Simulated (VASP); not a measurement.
A run of VASP 6.6.1 is set up as follows.

The input POSCAR:

```
Au
1.0
    0.0000000000      2.0412400000      2.0412400000
    2.0412400000      0.0000000000      2.0412400000
    2.0412400000      2.0412400000      0.0000000000
Au
1
Direct
    0.0000000000      0.0000000000      0.0000000000
```

The input INCAR.step1:

```
PREC     = Accurate       # precision mode
ENCUT    = 520            # plane-wave cutoff, eV
ISMEAR   = -1             # smearing method
SIGMA    = 0.05           # smearing width, eV
LREAL    = F              # projectors in reciprocal space
LASPH    = T              # aspherical terms in the spheres
NELM     = 60             # most SCF steps
NBANDS   = 12             # bands
GGA      = PE             # functional
ALGO     = Normal         # electronic algorithm
EDIFF    = 1E-4           # SCF threshold, eV
LWAVE    = T              # write WAVECAR
LCHARG   = F              # write CHGCAR
```

The input INCAR.step2:

```
PREC     = Accurate       # precision mode
ENCUT    = 520            # plane-wave cutoff, eV
EDIFF    = 1E-6           # SCF threshold, eV
ISMEAR   = -1             # smearing method
SIGMA    = 0.05           # smearing width, eV
LREAL    = F              # projectors in reciprocal space
LASPH    = T              # aspherical terms in the spheres
NELM     = 60             # most SCF steps
ALGO     = Normal         # electronic algorithm
ISIF     = 2              # what is computed and relaxed
LWAVE    = F              # write WAVECAR
LCHARG   = T              # write CHGCAR
METAGGA  = R2SCAN         # meta-GGA
LMIXTAU  = T            
LELF     = T              # ELF
LVHAR    = T            
NBANDS   = 12             # bands
ISTART   = 1
```

File KPOINTS:

```
regular mesh
0
Gamma
  13 13 13
```

Potentials or basis: VASP PAW PBE potentials, release 64 (Au).

Launch:

```sh
$ cat potpaw_PBE.64/Au/POTCAR > POTCAR
$ cp INCAR.step1 INCAR
$ mpirun -np 1 vasp_std > vasp.out
$ cp INCAR.step2 INCAR
$ mpirun -np 1 vasp_std > vasp.out
```

Problem. Predict the pressure.

Solution. 5.2 GPa.

Caveat: the PAW data sets were made with another functional, which shifts forces and pressure a little.
